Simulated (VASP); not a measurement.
# KNd2Sb3 (P-6m2) in VASP: further runs

KNd2Sb3 is run at these levels: PBE; tasks: single point, relaxation of shape and atoms at fixed volume, relaxation of cell and atoms.

All numbers are computed with VASP 6.6.1; they aren't measurements. Logs are shortened: lines on timing, memory, paths and dates and some standing lists are left out, and cuts for length are marked.

## 1. The cell of the first run

Symmetry: P-6m2, No. 187, hexagonal system. Conventional cell: a = 4.926 Å, b = 4.926 Å, c = 11.425 Å, α = 90.00°, β = 90.00°, γ = 120.00°. K (site symmetry -6m2) has 6 Sb at 3.78 Å and 6 Nd at 4.77 Å and 6 K at 4.93 Å within 5.0 Å. Within 4.1 Å of Nd (site symmetry 3m) lie 6 Sb at 3.14 to 3.41 Å and 1 Nd at 3.76 Å. Sb (site symmetry -6m2) has 2 Sb at 3.22 Å and 6 Nd at 3.41 Å within 4.2 Å. Sb (site symmetry 3m) has 3 Nd at 3.14 Å and 1 Sb at 3.22 Å and 3 K at 3.78 Å within 4.1 Å.

## 2. Single point, PBE (40.01 Å³/atom)

Contents of INCAR:

```
SYSTEM = KNd2Sb3
  PREC = Accurate
  ENCUT = 500
  EDIFF = 1E-6
  ISMEAR = 0
  SIGMA = 0.02
  LREAL = .FALSE.
  LASPH = .TRUE.
  NELM = 200
  ALGO = Normal
  ISIF = 2
  LWAVE = .FALSE.
  LCHARG = .FALSE.
  GGA = PE
  NBANDS = 32
  GGA_COMPAT = .FALSE.
  LMAXMIX = 6
```

Contents of KPOINTS:

```
Automatic mesh
0
G
  6 6 4
  0 0 0
```

Contents of POSCAR:

```
KNd2Sb3
1.0
    4.9257249959      0.0000000000      0.0000000000
   -2.4628624979      4.2658029785      0.0000000000
    0.0000000000      0.0000000000     11.4247666336
K Nd Sb
1 2 3
Direct
    0.6666666667      0.3333333333      0.0000000000
    0.3333333333      0.6666666667      0.3353165416
    0.3333333333      0.6666666667      0.6646834584
    0.0000000000      0.0000000000      0.5000000000
    0.0000000000      0.0000000000      0.7821165202
    0.0000000000      0.0000000000      0.2178834798
```

Potentials or basis: VASP PAW PBE potentials, release 64 (K_sv, Nd_3, Sb), 4f in core.

The run is started by

```console
> cat potpaw_PBE.64/K_sv/POTCAR potpaw_PBE.64/Nd_3/POTCAR potpaw_PBE.64/Sb/POTCAR > POTCAR
> mpirun -np 1 vasp_std > vasp.out
```

OUTCAR:

```text
SYSTEM = KNd2Sb3
   PREC = Accurate
   ENCUT = 500
   EDIFF = 1E-6
   ISMEAR = 0
   LREAL = .FALSE.
   LASPH = .TRUE.
   NELM = 200
   ISIF = 2
   GGA = PE

 ion  position               nearest neighbor table
   1  0.667  0.333  0.000-   5 3.78   6 3.78   5 3.78   6 3.78   5 3.78   6 3.78
   2  0.333  0.667  0.335-   6 3.14   6 3.14   6 3.14   4 3.41   4 3.41   4 3.41   3 3.76
   3  0.333  0.667  0.665-   5 3.14   5 3.14   5 3.14   4 3.41   4 3.41   4 3.41   2 3.76
   4  0.000  0.000  0.500-   5 3.22   6 3.22   2 3.41   3 3.41   2 3.41   3 3.41   2 3.41   3 3.41

   5  0.000  0.000  0.782-   3 3.14   3 3.14   3 3.14   4 3.22   1 3.78   1 3.78   1 3.78
   6  0.000  0.000  0.218-   2 3.14   2 3.14   2 3.14   4 3.22   1 3.78   1 3.78   1 3.78

  LATTYP: Found a hexagonal cell.
 ALAT       =     4.9257249959
 C/A-ratio  =     2.3194081365

  Lattice vectors:

 A1 = (   4.9257249959,   0.0000000000,   0.0000000000)
 A2 = (  -2.4628624979,   4.2658029785,   0.0000000000)
 A3 = (   0.0000000000,   0.0000000000,  11.4247666336)

Analysis of symmetry for initial positions (statically):
=====================================================================
 Subroutine PRICEL returns:
 Original cell was already a primitive cell.

 Routine SETGRP: Setting up the symmetry group for a
 hexagonal supercell.

 Subroutine GETGRP returns: Found 12 space group operations
 (whereof 12 operations were pure point group operations)
 out of a pool of 24 trial point group operations.

The static configuration has the point symmetry D_3h.

Analysis of symmetry for dynamics (positions and initial velocities):
=====================================================================
 Subroutine PRICEL returns:
 Original cell was already a primitive cell.

 Routine SETGRP: Setting up the symmetry group for a
 hexagonal supercell.

 Subroutine GETGRP returns: Found 12 space group operations
 (whereof 12 operations were pure point group operations)
 out of a pool of 24 trial point group operations.

The dynamic configuration has the point symmetry D_3h.

 Subroutine INISYM returns: Found 12 space group operations
 (whereof 12 operations are pure point group operations),
 and found     1 'primitive' translations

----------------------------------------------------------------------------------------

                                     Primitive cell

  volume of cell :     240.0592

  direct lattice vectors                    reciprocal lattice vectors
     4.925724996  0.000000000  0.000000000     0.203015800  0.117211227  0.000000000
    -2.462862498  4.265802979  0.000000000     0.000000000  0.234422453  0.000000000
     0.000000000  0.000000000 11.424766634     0.000000000  0.000000000  0.087529140

  length of vectors
     4.925724996  4.925724996 11.424766634     0.234422453  0.234422453  0.087529140

  position of ions in fractional coordinates (direct lattice)
     0.666666667  0.333333333  0.000000000
     0.333333333  0.666666667  0.335316542
     0.333333333  0.666666667  0.664683458
     0.000000000  0.000000000  0.500000000
     0.000000000  0.000000000  0.782116520
     0.000000000  0.000000000  0.217883480

  ion indices of the primitive-cell ions
   primitive index   ion index
                 1           1
                 2           2
                 3           3
                 4           4
                 5           5
                 6           6

----------------------------------------------------------------------------------------

 KPOINTS: Automatic mesh

Automatic generation of k-mesh.
 Grid dimensions read from file:
 generate k-points for:    6    6    4

 Generating k-lattice:

  Cartesian coordinates                     Fractional coordinates (reciprocal lattice)
     0.033835967  0.019535204  0.000000000     0.166666667  0.000000000  0.000000000
     0.000000000  0.039070409  0.000000000     0.000000000  0.166666667  0.000000000
     0.000000000  0.000000000  0.021882285     0.000000000  0.000000000  0.250000000

  Length of vectors
     0.039070409  0.039070409  0.021882285

  Shift w.r.t. Gamma in fractional coordinates (k-lattice)
     0.000000000  0.000000000  0.000000000

 Subroutine IBZKPT returns following result:
 ===========================================

 Found     21 irreducible k-points:

 Following reciprocal coordinates:
            Coordinates               Weight
  0.000000  0.000000  0.000000      1.000000
  0.166667  0.000000  0.000000      6.000000
  0.333333  0.000000  0.000000      6.000000
  0.500000 -0.000000  0.000000      3.000000
  0.166667  0.166667  0.000000      6.000000
  0.333333  0.166667  0.000000     12.000000
[... 13 lines left out ...]
  0.333333  0.166667  0.500000     12.000000
  0.333333  0.333333  0.500000      2.000000
   k-points           NKPTS =     21   k-points in BZ     NKDIM =     21   number of bands    NBANDS=     32
   number of dos      NEDOS =    301   number of ions     NIONS =      6
   total plane-waves  NPLWV = 108864
   dimension x,y,z NGX =    36 NGY =   36 NGZ =   84
   dimension x,y,z NGXF=    72 NGYF=   72 NGZF=  168
   ions per type =               1   2   3
   NGX,Y,Z   is equivalent  to a cutoff of  12.15, 12.15, 12.22 a.u.
   NGXF,Y,Z  is equivalent  to a cutoff of  24.30, 24.30, 24.45 a.u.
 SYSTEM =  KNd2Sb3
   PREC   = accura    normal or accurate (medium, high low for compatibility)
   ISTART =      0    job   : 0-new  1-cont  2-samecut
   ICHARG =      2    charge: 1-file 2-atom 10-const
   ISPIN  =      1    spin polarized calculation?
   LNONCOLLINEAR =      F non collinear calculations
   LSORBIT =      F    spin-orbit coupling
   LASPH  =      T    aspherical Exc in radial PAW
   ENCUT  =  500.0 eV  36.75 Ry    6.06 a.u.   8.98  8.98 20.83*2*pi/ulx,y,z
   NELM   =    200;   NELMIN=  2; NELMDL= -5     # of ELM steps
   EDIFF  = 0.1E-05   stopping-criterion for ELM
   LREAL  =      F    real-space projection
   EDIFFG = 0.1E-04   stopping-criterion for IOM
   NSW    =      0    number of steps for IOM
   IBRION =     -1    ionic relax: 0-MD 1-quasi-New 2-CG
   NFREE  =      0    steps in history (QN), initial steepest desc. (CG)
   ISIF   =      2    stress and relaxation
   ISYM   =      2    0-nonsym 1-usesym 2-fastsym
   POTIM  = 0.5000    time-step for ionic-motion
   TEBEG  =    0.0;   TEEND  =   0.0 temperature during run
   PSTRESS=    0.0 pullay stress
   NELECT =      46.0000    total number of electrons
   NUPDOWN=      -1.0000    fix difference up-down
   EMIN   =  10.00;   EMAX   =-10.00  energy-range for DOS
   EFERMI =   0.00;   METHOD = LEGACY
   ISMEAR =     0;   SIGMA  =   0.02  broadening in eV -4-tet -1-fermi 0-gaus
   EFERMI_NEDOS =   21; number of points for ismear=-14 and -15
   IALGO  =     38    algorithm
   IMIX   =      4    mixing-type and parameters
     AMIX     =   0.40;   BMIX     =  1.00
     AMIX_MAG =   1.60;   BMIX_MAG =  1.00
  volume/ion in A,a.u.               =      40.01       270.00
  Fermi-wavevector in a.u.,A,eV,Ry     =   0.943817  1.783556 12.119953  0.890791
  Thomas-Fermi vector in A             =   2.071562
   LORBIT       =      0    0 simple, 1 ext, 2 COOP (PROOUT), +10 PAW based schemes
   GGA     = PE    functional components
   LHFCALC =     F    Hartree Fock is set to
   AEXX    =    0.0000 exact exchange contribution
   IVDW    =     0    specifies the selected vdW correction
   LEPSILON=     F    determine dielectric tensor
   LRPA    =     F    only Hartree local field effects (RPA)
 non-spin polarized calculation
 Gauss-broadening in eV      SIGMA  =   0.02
  energy-cutoff  :      500.00
  volume of cell :      240.06
 maximum number of plane-waves:      6162
 NGX is ok and might be reduce to    36
   NGX = 17   NGY = 17   NGZ = 41

 number of electron      46.0000002 magnetization

 Free energy of the ion-electron system (eV)
  ---------------------------------------------------
  ext. energy  EPLUGINS =         0.00000000
  ---------------------------------------------------
  free energy    TOTEN  =       -27.52796545 eV

  energy without entropy =      -27.52796545  energy(sigma->0) =      -27.52796545

 E-fermi :   2.7846     XC(G=0):  -8.1931

 val. band max:        2.6467308101   @ k =   0.3333   0.3333   0.5000
 cond. band min:       3.5520704953   @ k =   0.5000  -0.0000   0.0000
 fundamental gap:      0.9053396852
 Fermi energy:         2.7845787553

 k-point     1 :       0.0000    0.0000    0.0000
  band No.  band energies     occupation
      1     -35.3395      2.00000
      2     -35.3246      2.00000
      3     -27.8479      2.00000
      4     -16.5693      2.00000
      5     -16.4482      2.00000
      6     -16.4482      2.00000
[... 24 lines left out ...]
     31       6.0865      0.00000
     32       6.6071      0.00000

 k-point     2 :       0.1667    0.0000    0.0000
  band No.  band energies     occupation
      1     -35.3390      2.00000
      2     -35.3241      2.00000
      3     -27.8475      2.00000
      4     -16.5648      2.00000
      5     -16.4683      2.00000
      6     -16.4522      2.00000
[... 24 lines left out ...]
     31       6.0057      0.00000
     32       6.0784      0.00000

 k-point     3 :       0.3333    0.0000    0.0000
  band No.  band energies     occupation
      1     -35.3379      2.00000
      2     -35.3231      2.00000
      3     -27.8468      2.00000
      4     -16.5558      2.00000
      5     -16.5079      2.00000
      6     -16.4745      2.00000
[... 24 lines left out ...]
     31       6.0592      0.00000
     32       6.7495      0.00000

 k-point     4 :       0.5000   -0.0000    0.0000
  band No.  band energies     occupation
      1     -35.3374      2.00000
      2     -35.3226      2.00000
      3     -27.8465      2.00000
      4     -16.5513      2.00000
      5     -16.5274      2.00000
      6     -16.4914      2.00000
[... 549 lines left out ...]
     31       6.2231      0.00000
     32       6.5763      0.00000

 k-point    20 :       0.3333    0.1667    0.5000
  band No.  band energies     occupation
      1     -35.3374      2.00000
      2     -35.3226      2.00000
      3     -27.8465      2.00000
      4     -16.5512      2.00000
      5     -16.5197      2.00000
      6     -16.4845      2.00000
[... 24 lines left out ...]
     31       6.0422      0.00000
     32       6.5437      0.00000

 k-point    21 :       0.3333    0.3333    0.5000
  band No.  band energies     occupation
      1     -35.3371      2.00000
      2     -35.3223      2.00000
      3     -27.8463      2.00000
      4     -16.5490      2.00000
      5     -16.5189      2.00000
      6     -16.4844      2.00000
[... 24 lines left out ...]
     31       6.4189      0.00000
     32       6.5439      0.00000

------------------------ aborting loop because EDIFF is reached ----------------------------------------

  FORCE on cell =-STRESS in cart. coord.  units (eV):
  Direction    XX          YY          ZZ          XY          YZ          ZX
  --------------------------------------------------------------------------------------
  -------------------------------------------------------------------------------------
  Total       -1.7403825     -1.7403825     -1.7973891     -0.0000000      0.0000000      0.0000000
  in kB      -11.6154756    -11.6154756    -11.9959430     -0.0000000      0.0000000      0.0000000
  external PRESSURE =     -11.7422981 kB  Pullay stress =       0.0000000 kB

 VOLUME and BASIS-vectors are now :
 -----------------------------------------------------------------------------
  energy-cutoff  :      500.00
  volume of cell :      240.06
      direct lattice vectors                 reciprocal lattice vectors
     4.925724996  0.000000000  0.000000000     0.203015800  0.117211227  0.000000000
    -2.462862498  4.265802979  0.000000000     0.000000000  0.234422453  0.000000000
     0.000000000  0.000000000 11.424766634     0.000000000  0.000000000  0.087529140

 POSITION                                       TOTAL-FORCE (eV/Angst)
 -----------------------------------------------------------------------------------
      2.46286      1.42193      0.00000        -0.000000      0.000000      0.000000
     -0.00000      2.84387      3.83091         0.000000      0.000000      0.001594
     -0.00000      2.84387      7.59385         0.000000      0.000000     -0.001594
      0.00000      0.00000      5.71238        -0.000000      0.000000      0.000000
      0.00000      0.00000      8.93550        -0.000000     -0.000000      0.023060
      0.00000      0.00000      2.48927        -0.000000     -0.000000     -0.023060
 -----------------------------------------------------------------------------------
    total drift:                                0.000000     -0.000000      0.000000

  FREE ENERGIE OF THE ION-ELECTRON SYSTEM (eV)
  ---------------------------------------------------
  free  energy   TOTEN  =       -27.5279654530 eV

  energy  without entropy=      -27.5279654530  energy(sigma->0) =      -27.52796545
```

Run time: 98 s. Hardware: 1 thread of Intel Xeon 6975P-C (Granite Rapids), shared host; peak memory 0.41 GiB.

Results:

```yaml
Free_energy: -27.5280 eV
Pressure: -1.2 GPa
Largest_force: 0.023 eV/Å
Band_gap_on_the_k_mesh: 0.91 eV (least direct gap 1.25 eV)
```

Forces in eV/Å, atoms in the order of the input:
```
K    0.000  0.000  0.000
Nd   0.000  0.000  0.002
Nd   0.000  0.000 -0.002
Sb   0.000  0.000  0.000
Sb   0.000  0.000  0.023
Sb   0.000  0.000 -0.023
```

Caveat: spin-orbit coupling is left out, which moves the levels of the heavy elements; the 4f electrons are frozen in the core, so they carry no moment and show no levels. A k mesh can miss the band edges.

## 3. Single point, PBE (41.52 Å³/atom)

This run uses another cell than the first one, of 41.52 Å³/atom.

Contents of INCAR:

```
  ALGO = Normal
  EDIFF = 1E-6
  ENCUT = 500
  GGA = PE
  GGA_COMPAT = False
  ISIF = 2
  ISMEAR = 0
  LASPH = True
  LCHARG = False
  LMAXMIX = 6
  LREAL = False
  LWAVE = False
  NBANDS = 32
  NELM = 200
  PREC = Accurate
  SIGMA = 0.02
```

Contents of KPOINTS:

```
k-points
0
Gamma
  6 6 4
```

Contents of POSCAR:

```
KNd2Sb3
1.0
    4.9669031824      0.0000000000      0.0000000000
   -2.4834515912      4.3014643341      0.0000000000
    0.0000000000      0.0000000000     11.6601219174
K Nd Sb
1 2 3
Direct
    0.6666666667      0.3333333333      0.0000000000
    0.3333333333      0.6666666667      0.3374784301
    0.3333333333      0.6666666667      0.6625215699
    0.0000000000      0.0000000000      0.5000000000
    0.0000000000      0.0000000000      0.7766609709
    0.0000000000      0.0000000000      0.2233390291
```

Potentials or basis: VASP PAW PBE potentials, release 64 (K_sv, Nd_3, Sb), 4f in core.

The run is started by

```console
> cat potpaw_PBE.64/K_sv/POTCAR potpaw_PBE.64/Nd_3/POTCAR potpaw_PBE.64/Sb/POTCAR > POTCAR
> mpirun -np 1 vasp_std > vasp.out
```

It took 72 s on 1 thread of Intel Xeon 6975P-C (Granite Rapids), shared host; peak memory 0.43 GiB.

It converged, with:

- Free energy: -27.4393 eV
- Pressure: -1.8 GPa
- Largest force: 0.024 eV/Å
- Band gap on the k mesh: 0.96 eV (least direct gap 1.29 eV)

Forces in eV/Å, atoms in the order of the input:
```
K    0.000  0.000  0.000
Nd   0.000  0.000  0.003
Nd   0.000  0.000 -0.003
Sb   0.000  0.000  0.000
Sb   0.000  0.000  0.024
Sb   0.000  0.000 -0.024
```

Levels at points of the mesh, in eV from the valence-band top:
| k point | band 21 | band 22 | band 23 | band 24 | band 25 | band 26 |
| --- | --- | --- | --- | --- | --- | --- |
| (0.00, 0.00, 0.00) | -0.82 | -0.26 | -0.26 | 1.35 | 2.19 | 2.19 |
| (0.50, 0.00, 0.00) | -0.66 | -0.62 | -0.57 | 0.96 | 1.57 | 2.23 |
| (0.00, 0.00, 0.50) | -0.83 | -0.24 | -0.24 | 1.08 | 1.62 | 2.15 |
| (0.50, 0.00, 0.50) | -0.63 | -0.57 | -0.28 | 1.25 | 1.26 | 1.67 |

Caveat: spin-orbit coupling is left out, which moves the levels of the heavy elements; the 4f electrons are frozen in the core, so they carry no moment and show no levels.

## 4. Relaxation of shape and atoms at fixed volume, PBE (36.61 Å³/atom)

This run uses another cell than the first one, of 36.61 Å³/atom.

Contents of INCAR:

```
PREC = Accurate
ENCUT = 500
EDIFF = 1E-7
ISMEAR = 0
SIGMA = 0.02
LREAL = False
LASPH = True
NELM = 200
ALGO = Normal
ISIF = 4
LWAVE = False
LCHARG = False
GGA = PE
IBRION = 2
NSW = 50
EDIFFG = -0.01
GGA_COMPAT = False
NELMIN = 4
LMAXMIX = 6
```

Contents of KPOINTS:

```
regular mesh
0
Gamma
  6 6 4
```

Contents of POSCAR:

```
KNd2Sb3
1.0
    4.8103029351      0.0000000000      0.0000000000
   -2.4051514676      4.1658445417      0.0000000000
    0.0000000000      0.0000000000     10.9624764814
K Nd Sb
1 2 3
Direct
    0.6666666667      0.3333333333      0.0000000000
    0.3333333333      0.6666666667      0.3321520716
    0.3333333333      0.6666666667      0.6678479284
    0.0000000000      0.0000000000      0.5000000000
    0.0000000000      0.0000000000      0.7904477998
    0.0000000000      0.0000000000      0.2095522002
```

The run is started by

```console
> cat potpaw_PBE.64/K_sv/POTCAR potpaw_PBE.64/Nd_3/POTCAR potpaw_PBE.64/Sb/POTCAR > POTCAR
> mpirun -np 1 vasp_std > vasp.out
```

Run time: 6 min. Hardware: 1 thread of Intel Xeon Platinum 8488C (Sapphire Rapids), shared host; peak memory 0.39 GiB.

It converged, with:

| Quantity | Value |
| --- | --- |
| Free energy | -27.5574 eV |
| Energy gained by relaxing | 1.9 meV/atom |
| Ionic steps | 6 |
| Pressure after relaxing | 0.9 GPa |
| Largest force after relaxing | 0.005 eV/Å |
| Band gap on the k mesh | 0.69 eV (least direct gap 0.98 eV) |

Forces in eV/Å, atoms in the order of the input:
```
K    0.000  0.000  0.000
Nd   0.000  0.000 -0.005
Nd   0.000  0.000  0.005
Sb   0.000  0.000  0.000
Sb   0.000  0.000 -0.002
Sb   0.000  0.000  0.002
```

Step by step:
```
step  energy change (eV)  largest force (eV/Å)  pressure (GPa)  volume (Å³)
   1              0.0000                0.2065            1.41       219.68
   2             -0.0038                0.1492            1.31       219.68
   3             -0.0071                0.1495            1.09       219.68
   4             -0.0095                0.1012            1.03       219.68
   5             -0.0109                0.0331            0.93       219.68
   6             -0.0114                0.0049            0.94       219.68
```

Final structure:
```xyz
6
Lattice="4.8300 0.0000 0.0000 -2.4150 4.1829 0.0000 0.0000 0.0000 10.8731" Properties=species:S:1:pos:R:3 pbc="T T T"
K     2.4150    1.3943    0.0000
Nd    0.0000    2.7886    3.5905
Nd    0.0000    2.7886    7.2826
Sb    0.0000    0.0000    5.4366
Sb    0.0000    0.0000    8.6497
Sb    0.0000    0.0000    2.2234
```

Levels at points of the mesh, in eV from the valence-band top:
| k point | band 21 | band 22 | band 23 | band 24 | band 25 | band 26 |
| --- | --- | --- | --- | --- | --- | --- |
| (0.00, 0.00, 0.00) | -1.00 | -0.51 | -0.51 | 1.28 | 2.09 | 2.09 |
| (0.50, 0.00, 0.00) | -1.03 | -0.79 | -0.77 | 0.69 | 1.47 | 2.24 |
| (0.00, 0.00, 0.50) | -0.91 | -0.44 | -0.44 | 1.17 | 1.74 | 1.99 |
| (0.50, 0.00, 0.50) | -0.79 | -0.77 | -0.37 | 0.98 | 1.23 | 1.40 |

Caveat: spin-orbit coupling is left out, which moves the levels of the heavy elements; the 4f electrons are frozen in the core, so they carry no moment and show no levels.

(Part 1 of 2 ends here.)
